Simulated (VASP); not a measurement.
Here is a VASP 6.6.1 calculation.

INCAR

```
ALGO = Normal ; EDIFF = 1E-6
ENCUT = 520 ; GGA = PE
ISIF = 2 ; ISMEAR = -1
LASPH = T ; LCHARG = T
LELF = T ; LREAL = F
LVHAR = T ; LWAVE = F
NBANDS = 16 ; NELM = 100
PREC = Accurate ; SIGMA = 0.02
```

Contents of KPOINTS:

```
k-points
0
Gamma
  11 11 6
```

File POSCAR:

```
AlN
1.0
    3.1421121731      0.0000000000      0.0000000000
   -1.5710560866      2.7211489634      0.0000000000
    0.0000000000      0.0000000000      4.9780000000
Al N
2 2
Direct
    0.3333333333      0.6666666667      0.0000000000
    0.6666666667      0.3333333333      0.5000000000
    0.3333333333      0.6666666667      0.3850000000
    0.6666666667      0.3333333333      0.8850000000
```

Potentials or basis: VASP PAW PBE potentials, release 64 (Al, N).

Run with:

```console
$ cat potpaw_PBE.64/Al/POTCAR potpaw_PBE.64/N/POTCAR > POTCAR
$ mpirun -np 1 vasp_std > vasp.out
```

**Question.** Predict the largest force.

**Answer.** 0.075 eV/Å.

**Question.** Predict the band gap on the k mesh.

**Answer.** 3.97 eV, direct.

**Question.** Estimate the pressure.

**Answer.** -0.3 GPa.

Forces in eV/Å, atoms in the order of the input:
```
Al   0.000  0.000  0.075
Al   0.000  0.000  0.075
N    0.000  0.000 -0.075
N    0.000  0.000 -0.075
```

Caveat: the cell differs from its parent crystal (equal xx and yy strain of +1 %). A k mesh can miss the band edges.
